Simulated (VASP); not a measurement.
Input of a VASP 6.6.1 run:

The input INCAR:

```
  PREC = Accurate
  ENCUT = 520
  EDIFF = 1E-7
  ISMEAR = 0
  SIGMA = 0.1
  LREAL = False
  LASPH = True
  NELM = 60
  ALGO = Normal
  ISIF = 2
  LWAVE = False
  LCHARG = False
  GGA = PE
  NBANDS = 20
```

KPOINTS

```
Automatic mesh
0
Gamma
  8 6 4
```

File POSCAR:

```
NaC4
1.0
    2.4560180000      0.0000000000      0.0000000000
    0.0000000000      3.3326681100      0.0000000000
    0.0000000000      0.0000000000      4.2539480000
Na C
1 4
Direct
    0.5000000000      0.5000000000      0.5000000000
    0.5000000000      0.0000000000      0.8333333300
    0.0000000000      0.0000000000      0.3333333300
    0.0000000000      0.0000000000      0.6666666700
    0.5000000000      0.0000000000      0.1666666700
```

Potentials or basis: VASP PAW PBE potentials, release 64 (Na_pv, C).

Launch:

```console
$ cat potpaw_PBE.64/Na_pv/POTCAR potpaw_PBE.64/C/POTCAR > POTCAR
$ mpirun -np 1 vasp_std > vasp.out
```

Predict the largest force.

1.853 eV/Å.

Estimate the pressure.

60.3 GPa.

Stress tensor (GPa, compression positive):
```
56.99  0.00  0.00
 0.00 79.36  0.00
 0.00  0.00 44.60
```

Caveat: the k points lie up to 0.37 Å⁻¹ apart; forces of over 1 eV/Å act on the atoms, so gaps and moduli don't describe the material at rest.
